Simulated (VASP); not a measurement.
A run of VASP 6.6.1 is set up as follows.

Contents of INCAR:

```
PREC = Accurate
ENCUT = 520
EDIFF = 1E-7
ISMEAR = -1
SIGMA = 0.1
LREAL = False
LASPH = True
NELM = 150
ALGO = Normal
ISIF = 2
LWAVE = False
LCHARG = False
MAGMOM = 0.289 0.289 0.289 0 0 0
LORBIT = 11
LSORBIT = True
GGA_COMPAT = False
LORBMOM = True
GGA = PS
NBANDS = 30
```

Contents of KPOINTS:

```
Automatic mesh
0
Gamma
  8 8 8
```

POSCAR

```
GaSb
1.0
    0.0000000000      2.8397240484      2.8397240484
    2.8397240484      0.0000000000      2.8397240484
    2.8397240484      2.8397240484      0.0000000000
Sb Ga
1 1
Direct
    0.7500000000      0.7500000000      0.7500000000
    0.0000000000      0.0000000000      0.0000000000
```

Potentials or basis: VASP PAW PBE potentials, release 64 (Sb, Ga_d).

The run is started by

```bash
$ cat potpaw_PBE.64/Sb/POTCAR potpaw_PBE.64/Ga_d/POTCAR > POTCAR
$ mpirun -np 1 vasp_ncl > vasp.out
```

**Question.** Predict the net moment.

**Answer.** 0.00 μB per cell.

**Question.** What does it give for the pressure?

**Answer.** 19.2 GPa.

Moments on the atoms (μB; x, y, z):
```
Sb  0.00 0.00 0.00
Ga  0.00 0.00 0.00
```

Caveat: the cell stands under pressure; the PAW data sets were made with another functional, which shifts forces and pressure a little.
